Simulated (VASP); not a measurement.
C: single point with PBE

Crystal: C.

```xyz
3
Lattice="0.0000 2.1663 2.1663 2.1663 0.0000 2.1663 2.1663 2.1663 0.0000" Properties=species:S:1:pos:R:3 pbc="T T T"
C     1.0831    1.0831    1.0831
C     3.2494    3.2494    3.2494
C     0.0000    0.0000    0.0000
```

* Program: VASP 6.6.1
* Task: single point
* Functional: PBE
* Potentials or basis: VASP PAW PBE potentials, release 64 (C)
* Cutoff: 600 eV
* k mesh: 6 × 6 × 6
* Occupations: gaussian, width 0.1 eV
* Spin: collinear spin, ferromagnetic start
* Starting moments: [1.0, 1.0, 1.0] μB

```
Pressure                                              : 5.3 GPa
Band gap on the k mesh                                : zero (filled and empty bands overlap)
Net moment                                            : 0.00 μB per cell
Valence electrons inside the program's atomic spheres : C 2.19, 2.14
```

Levels at points of the mesh, in eV from the Fermi level:
Spin up:
```tsv
k point	band 2	band 3	band 4	band 5	band 6	band 7	band 8	band 9	band 10	band 11
(0.00, 0.00, 0.00)	-3.15	-3.15	-3.15	-2.94	-2.94	-2.94	-2.66	0.98	5.18	5.18
(0.50, 0.00, 0.00)	-14.87	-5.72	-5.72	-3.87	-1.56	-1.56	1.04	6.39	7.06	7.06
(0.50, 0.50, 0.00)	-14.42	-8.86	-8.86	-7.95	-1.40	4.76	4.76	6.41	6.95	7.65
```
Spin down:
| k point | band 2 | band 3 | band 4 | band 5 | band 6 | band 7 | band 8 | band 9 | band 10 | band 11 |
| --- | --- | --- | --- | --- | --- | --- | --- | --- | --- | --- |
| (0.00, 0.00, 0.00) | -3.15 | -3.15 | -3.15 | -2.94 | -2.94 | -2.94 | -2.66 | 0.98 | 5.18 | 5.18 |
| (0.50, 0.00, 0.00) | -14.87 | -5.72 | -5.72 | -3.87 | -1.56 | -1.56 | 1.04 | 6.39 | 7.06 | 7.06 |
| (0.50, 0.50, 0.00) | -14.42 | -8.86 | -8.86 | -7.95 | -1.40 | 4.76 | 4.76 | 6.41 | 6.95 | 7.65 |

Wall time 5.7 s on 1 thread of Intel(R) Xeon(R) 6975P-C (Granite Rapids) (shared host), peak memory 0.14 GiB.

Caveat: the k points lie up to 0.42 Å⁻¹ apart.
